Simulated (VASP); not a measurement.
# TiH5 in VASP: further runs

Runs on TiH5. Level: PBE. Tasks: single point.

Everything below comes from runs of VASP 6.6.1. Logs are shortened: lines on timing, memory, paths and dates and some standing lists are left out, and cuts for length are marked.

**1. The cell of the first run**

The typed cell holds 6 atoms: a = 3.722 Å, b = 3.722 Å, c = 3.722 Å, α = 106.25°, β = 115.98°, γ = 106.39°.

The cell was built from a structure type or drawn by symmetry, and may not be a known phase.

**2. Single point, PBE**

Contents of INCAR:

```
ALGO = Normal
EDIFF = 1E-6
ENCUT = 500
GGA = PE
GGA_COMPAT = False
ISIF = 2
ISMEAR = 0
LASPH = True
LCHARG = False
LREAL = False
LWAVE = False
NBANDS = 18
NELM = 120
PREC = Accurate
SIGMA = 0.2
```

Contents of KPOINTS:

```
k-points
0
Gamma
  5 5 5
```

Contents of POSCAR:

```
TiH5
1.0
   -2.2334109127      1.9727259971      2.2297757499
    2.2334109127     -1.9727259971      2.2297757499
    2.2334109127      1.9727259971     -2.2297757499
Ti H
1 5
Direct
    0.5000000000      0.5000000000      0.0000000000
    0.5000000000      0.0000000000      0.0000000000
    0.5000000000      0.5000000000      0.5000000000
    0.0000000000      0.0000000000      0.5000000000
    0.0000000000      0.5000000000      0.0000000000
    0.0000000000      0.5000000000      0.5000000000
```

Potentials or basis: VASP PAW PBE potentials, release 64 (Ti_sv, H).

Launch:

```bash
cat potpaw_PBE.64/Ti_sv/POTCAR potpaw_PBE.64/H/POTCAR > POTCAR
mpirun -np 1 vasp_std > vasp.out
```

OUTCAR:

```text
EDIFF = 1E-6
   ENCUT = 500
   GGA = PE
   ISIF = 2
   ISMEAR = 0
   LASPH = True
   LREAL = False
   NELM = 120
   PREC = Accurate

 ion  position               nearest neighbor table
   1  0.500  0.500  0.000-   2 1.86   3 1.86   4 1.86   5 1.86   3 1.86   2 1.86   5 1.86   4 1.86

   2  0.500  0.000  0.000-   1 1.86   1 1.86
   3  0.500  0.500  0.500-   1 1.86   1 1.86
   4  0.000  0.000  0.500-   1 1.86   1 1.86
   5  0.000  0.500  0.000-   1 1.86   1 1.86
   6  0.000  0.500  0.500-

  LATTYP: Found a body centered orthorhombic cell.
 ALAT       =     3.9454519942
 B/A-ratio  =     1.1303018023
 C/A-ratio  =     1.1321445127

  Lattice vectors:

 A1 = (  -2.2334109127,  -1.9727259971,  -2.2297757499)
 A2 = (  -2.2334109127,   1.9727259971,   2.2297757499)
 A3 = (   2.2334109127,   1.9727259971,  -2.2297757499)

Analysis of symmetry for initial positions (statically):
=====================================================================
 Subroutine PRICEL returns:
 Original cell was already a primitive cell.

 Routine SETGRP: Setting up the symmetry group for a
 body centered orthorhombic supercell.

 Subroutine GETGRP returns: Found  8 space group operations
 (whereof  8 operations were pure point group operations)
 out of a pool of  8 trial point group operations.

The static configuration has the point symmetry D_2h.

Analysis of symmetry for dynamics (positions and initial velocities):
=====================================================================
 Subroutine PRICEL returns:
 Original cell was already a primitive cell.

 Routine SETGRP: Setting up the symmetry group for a
 body centered orthorhombic supercell.

 Subroutine GETGRP returns: Found  8 space group operations
 (whereof  8 operations were pure point group operations)
 out of a pool of  8 trial point group operations.

The dynamic configuration has the point symmetry D_2h.

 Subroutine INISYM returns: Found  8 space group operations
 (whereof  8 operations are pure point group operations),
 and found     1 'primitive' translations

----------------------------------------------------------------------------------------

                                     Primitive cell

  volume of cell :      39.2967

  direct lattice vectors                    reciprocal lattice vectors
    -2.233410913  1.972725997  2.229775750     0.000000000  0.253456385  0.224237796
     2.233410913 -1.972725997  2.229775750     0.223872820  0.000000000  0.224237796
     2.233410913  1.972725997 -2.229775750     0.223872820  0.253456385  0.000000000

  length of vectors
     3.721783451  3.721783451  3.721783451     0.338412069  0.316862161  0.338170340

  position of ions in fractional coordinates (direct lattice)
     0.500000000  0.500000000  0.000000000
     0.500000000  1.000000000  1.000000000
     0.500000000  0.500000000  0.500000000
     0.000000000  0.000000000  0.500000000
     0.000000000  0.500000000  0.000000000
     0.000000000  0.500000000  0.500000000

  ion indices of the primitive-cell ions
   primitive index   ion index
                 1           1
                 2           2
                 3           3
                 4           4
                 5           5
                 6           6

----------------------------------------------------------------------------------------

 KPOINTS: k-points

Automatic generation of k-mesh.
 Grid dimensions read from file:
 generate k-points for:    5    5    5

 Generating k-lattice:

  Cartesian coordinates                     Fractional coordinates (reciprocal lattice)
     0.000000000  0.050691277  0.044847559     0.200000000  0.000000000  0.000000000
     0.044774564  0.000000000  0.044847559    -0.000000000  0.200000000  0.000000000
     0.044774564  0.050691277  0.000000000    -0.000000000  0.000000000  0.200000000

  Length of vectors
     0.067682414  0.063372432  0.067634068

  Shift w.r.t. Gamma in fractional coordinates (k-lattice)
     0.000000000  0.000000000  0.000000000

 Subroutine IBZKPT returns following result:
 ===========================================

 Found     27 irreducible k-points:

 Following reciprocal coordinates:
            Coordinates               Weight
  0.000000  0.000000  0.000000      1.000000
  0.200000  0.000000 -0.000000      4.000000
  0.400000  0.000000 -0.000000      4.000000
 -0.000000  0.200000  0.000000      4.000000
  0.200000  0.200000  0.000000      8.000000
  0.400000  0.200000  0.000000      8.000000
[... 16 lines left out ...]
 -0.400000 -0.200000  0.200000      4.000000
 -0.200000 -0.200000  0.200000      2.000000
 [... further k-points ...]
   k-points           NKPTS =     27   k-points in BZ     NKDIM =     27   number of bands    NBANDS=     18
   number of dos      NEDOS =    301   number of ions     NIONS =      6
   total plane-waves  NPLWV =  21952
   dimension x,y,z NGX =    28 NGY =   28 NGZ =   28
   dimension x,y,z NGXF=    56 NGYF=   56 NGZF=   56
   ions per type =               1   5
   NGX,Y,Z   is equivalent  to a cutoff of  12.51, 12.51, 12.51 a.u.
   NGXF,Y,Z  is equivalent  to a cutoff of  25.01, 25.01, 25.01 a.u.
 SYSTEM =  unknown system
   PREC   = accura    normal or accurate (medium, high low for compatibility)
   ISTART =      0    job   : 0-new  1-cont  2-samecut
   ICHARG =      2    charge: 1-file 2-atom 10-const
   ISPIN  =      1    spin polarized calculation?
   LNONCOLLINEAR =      F non collinear calculations
   LSORBIT =      F    spin-orbit coupling
   LASPH  =      T    aspherical Exc in radial PAW
   ENCUT  =  500.0 eV  36.75 Ry    6.06 a.u.   6.79  6.79  6.79*2*pi/ulx,y,z
   NELM   =    120;   NELMIN=  2; NELMDL= -5     # of ELM steps
   EDIFF  = 0.1E-05   stopping-criterion for ELM
   LREAL  =      F    real-space projection
   EDIFFG = 0.1E-04   stopping-criterion for IOM
   NSW    =      0    number of steps for IOM
   IBRION =     -1    ionic relax: 0-MD 1-quasi-New 2-CG
   NFREE  =      0    steps in history (QN), initial steepest desc. (CG)
   ISIF   =      2    stress and relaxation
   ISYM   =      2    0-nonsym 1-usesym 2-fastsym
   POTIM  = 0.5000    time-step for ionic-motion
   TEBEG  =    0.0;   TEEND  =   0.0 temperature during run
   PSTRESS=    0.0 pullay stress
   NELECT =      17.0000    total number of electrons
   NUPDOWN=      -1.0000    fix difference up-down
   EMIN   =  10.00;   EMAX   =-10.00  energy-range for DOS
   EFERMI =   0.00;   METHOD = LEGACY
   ISMEAR =     0;   SIGMA  =   0.20  broadening in eV -4-tet -1-fermi 0-gaus
   EFERMI_NEDOS =   21; number of points for ismear=-14 and -15
   IALGO  =     38    algorithm
   IMIX   =      4    mixing-type and parameters
     AMIX     =   0.40;   BMIX     =  1.00
     AMIX_MAG =   1.60;   BMIX_MAG =  1.00
  volume/ion in A,a.u.               =       6.55        44.20
  Fermi-wavevector in a.u.,A,eV,Ry     =   1.238147  2.339759 20.857847  1.533008
  Thomas-Fermi vector in A             =   2.372685
   LORBIT       =      0    0 simple, 1 ext, 2 COOP (PROOUT), +10 PAW based schemes
   GGA     = PE    functional components
   LHFCALC =     F    Hartree Fock is set to
   AEXX    =    0.0000 exact exchange contribution
   IVDW    =     0    specifies the selected vdW correction
   LEPSILON=     F    determine dielectric tensor
   LRPA    =     F    only Hartree local field effects (RPA)
 non-spin polarized calculation
 Gauss-broadening in eV      SIGMA  =   0.20
  energy-cutoff  :      500.00
  volume of cell :       39.30
 maximum number of plane-waves:      1010
   NGX = 13   NGY = 13   NGZ = 13

 number of electron      16.9999997 magnetization

 Free energy of the ion-electron system (eV)
  ---------------------------------------------------
  ext. energy  EPLUGINS =         0.00000000
  ---------------------------------------------------
  free energy    TOTEN  =       -22.53006521 eV

  energy without entropy =      -22.50740556  energy(sigma->0) =      -22.51873538

 E-fermi :   2.7891     XC(G=0): -10.0155

 val. band max:        2.7778144056   @ k =  -0.4000  -0.4000   0.4000
 cond. band min:       2.8207159961   @ k =   0.0000   0.4000  -0.0000
 fundamental gap:      0.0429015905
 Fermi energy:         2.7890985651

 k-point     1 :       0.0000    0.0000    0.0000
  band No.  band energies     occupation
      1     -54.0978      2.00000
      2     -30.4183      2.00000
      3     -30.4173      2.00000
      4     -30.1077      2.00000
      5      -6.5381      2.00000
      6      -0.7269      2.00000
[... 10 lines left out ...]
     17      13.9953      0.00000
     18      14.0446      0.00000

 k-point     2 :       0.2000    0.0000   -0.0000
  band No.  band energies     occupation
      1     -54.0959      2.00000
      2     -30.4296      2.00000
      3     -30.4271      2.00000
      4     -30.1243      2.00000
      5      -5.8524      2.00000
      6      -0.6267      2.00000
[... 10 lines left out ...]
     17      13.5878      0.00000
     18      15.1920      0.00000

 k-point     3 :       0.4000    0.0000   -0.0000
  band No.  band energies     occupation
      1     -54.0926      2.00000
      2     -30.4496      2.00000
      3     -30.4430      2.00000
      4     -30.1490      2.00000
      5      -3.9990      2.00000
      6      -1.5476      2.00000
[... 10 lines left out ...]
     17      17.0849      0.00000
     18      17.5426      0.00000

 k-point     4 :      -0.0000    0.2000    0.0000
  band No.  band energies     occupation
      1     -54.0962      2.00000
      2     -30.4414      2.00000
      3     -30.4169      2.00000
      4     -30.1155      2.00000
      5      -5.9916      2.00000
      6      -0.9094      2.00000
[... 375 lines left out ...]
      4     -30.1589      2.00000
      5      -3.1574      2.00000
      6      -1.3774      2.00000
[... 10 lines left out ...]
     17      15.1021      0.00000
     18      17.3040      0.00000

 k-point    23 :      -0.4000   -0.2000    0.2000
  band No.  band energies     occupation
      1     -54.0916      2.00000
      2     -30.4592      2.00000
      3     -30.4544      2.00000
      4     -30.1441      2.00000
      5      -3.8270      2.00000
      6      -0.9125      2.00000
[... 10 lines left out ...]
     17      15.4003      0.00000
     18      17.4699      0.00000

 k-point    24 :      -0.2000   -0.2000    0.2000
  band No.  band energies     occupation
      1     -54.0945      2.00000
      2     -30.4419      2.00000
      3     -30.4380      2.00000
      4     -30.1233      2.00000
      5      -5.4346      2.00000
      6      -0.8814      2.00000
[... 10 lines left out ...]
     17      14.4007      0.00000
     18      16.2001      0.00000

 [... further k-points ...]

------------------------ aborting loop because EDIFF is reached ----------------------------------------

  FORCE on cell =-STRESS in cart. coord.  units (eV):
  Direction    XX          YY          ZZ          XY          YZ          ZX
  --------------------------------------------------------------------------------------
  -------------------------------------------------------------------------------------
  Total       -0.0601862     -0.0907589     -0.0488822      0.0000000      0.0000000      0.0000000
  in kB       -2.4538670     -3.7003538     -1.9929864      0.0000000      0.0000000      0.0000000
  external PRESSURE =      -2.7157357 kB  Pullay stress =       0.0000000 kB

 VOLUME and BASIS-vectors are now :
 -----------------------------------------------------------------------------
  energy-cutoff  :      500.00
  volume of cell :       39.30
      direct lattice vectors                 reciprocal lattice vectors
    -2.233410913  1.972725997  2.229775750     0.000000000  0.253456385  0.224237796
     2.233410913 -1.972725997  2.229775750     0.223872820  0.000000000  0.224237796
     2.233410913  1.972725997 -2.229775750     0.223872820  0.253456385  0.000000000

 POSITION                                       TOTAL-FORCE (eV/Angst)
 -----------------------------------------------------------------------------------
      0.00000      0.00000      2.22978        -0.000000     -0.000000     -0.000000
     -1.11671      0.98636      1.11489         0.000000      0.000000      0.000000
      1.11671      0.98636      1.11489         0.000000      0.000000      0.000000
      1.11671      0.98636     -1.11489         0.000000      0.000000      0.000000
      1.11671     -0.98636      1.11489         0.000000      0.000000      0.000000
      2.23341      0.00000      0.00000         0.000000      0.000000      0.000000
 -----------------------------------------------------------------------------------
    total drift:                                0.000000     -0.000000      0.000000

  FREE ENERGIE OF THE ION-ELECTRON SYSTEM (eV)
  ---------------------------------------------------
  free  energy   TOTEN  =       -22.5300652091 eV

  energy  without entropy=      -22.5074055597  energy(sigma->0) =      -22.51873538
```

It took 32 s on 1 thread of Intel Xeon 8259CL, shared host; peak memory 0.16 GiB.

Results:

```yaml
Free_energy: -22.5301 eV
Pressure: -0.3 GPa
Band_gap_on_the_k_mesh: zero (an odd number of electrons rules out a gap without spin polarisation)
```

Stress tensor (GPa, compression positive):
```
-0.25  0.00  0.00
 0.00 -0.37  0.00
 0.00  0.00 -0.20
```

Levels at points of the mesh, in eV from the Fermi level:
```tsv
k point	band 7	band 8	band 9	band 10	band 11	band 12
(0.00, 0.00, 0.00)	-2.19	-2.18	-0.88	1.72	6.98	7.22
```

Caveat: the k points lie up to 0.42 Å⁻¹ apart, too coarse for converged energies and pressures of a metal.

**3. Single point, PBE**

This run uses another cell than the first one, of 6.50 Å³/atom.

Contents of INCAR:

```
PREC     = Accurate       # precision mode
ENCUT    = 500            # plane-wave cutoff, eV
EDIFF    = 1E-6           # SCF threshold, eV
ISMEAR   = 0              # smearing method
SIGMA    = 0.2            # smearing width, eV
LREAL    = False          # projectors in reciprocal space
LASPH    = True           # aspherical terms in the spheres
NELM     = 120            # most SCF steps
ALGO     = Normal         # electronic algorithm
ISIF     = 2              # what is computed and relaxed
LWAVE    = False          # write WAVECAR
LCHARG   = False          # write CHGCAR
GGA      = PE             # functional
NBANDS   = 18             # bands
GGA_COMPAT= False
```

Contents of KPOINTS:

```
Automatic mesh
0
Gamma
  6 6 6
```

Contents of POSCAR:

```
TiH5
1.0
   -2.2093357403      2.2093357403      1.9967819704
    2.2093357403     -2.2093357403      1.9967819704
    2.2093357403      2.2093357403     -1.9967819704
Ti H
1 5
Direct
    0.0000000000      0.0000000000      0.0000000000
    0.5000000000      0.5000000000      0.5000000000
    0.0000000000      0.0000000000      0.5000000000
    0.5000000000      0.0000000000      0.0000000000
    0.0000000000      0.5000000000      0.0000000000
    0.5000000000      0.5000000000      0.0000000000
```

Potentials or basis: VASP PAW PBE potentials, release 64 (Ti_sv, H).

Launch:

```bash
cat potpaw_PBE.64/Ti_sv/POTCAR potpaw_PBE.64/H/POTCAR > POTCAR
mpirun -np 1 vasp_std > vasp.out
```

Run time: 52 s. Hardware: 1 thread of Intel Xeon 8259CL, shared host; peak memory 0.16 GiB.

The run converged. Its results:

```
Free energy            : -22.5111 eV
Pressure               : 0.2 GPa
Band gap on the k mesh : zero (an odd number of electrons rules out a gap without spin polarisation)
```

Stress tensor (GPa, compression positive):
```
 0.44  0.00  0.00
 0.00  0.44  0.00
 0.00  0.00 -0.19
```

Levels at points of the mesh, in eV from the Fermi level:
| k point | band 6 | band 7 | band 8 | band 9 | band 10 | band 11 | band 12 | band 13 |
| --- | --- | --- | --- | --- | --- | --- | --- | --- |
| (0.00, 0.00, 0.00) | -3.43 | -2.34 | -2.34 | -0.74 | 1.71 | 6.74 | 7.34 | 7.92 |
| (0.50, 0.00, 0.00) | -5.38 | -3.68 | -0.27 | 1.19 | 1.55 | 1.64 | 1.85 | 2.43 |
| (0.50, 0.50, 0.00) | -4.83 | -2.80 | -1.32 | 0.64 | 1.49 | 1.75 | 2.14 | 6.72 |
| (0.50, 0.50, 0.50) | -3.58 | -3.58 | -1.95 | -0.51 | 1.42 | 1.61 | 1.61 | 3.51 |
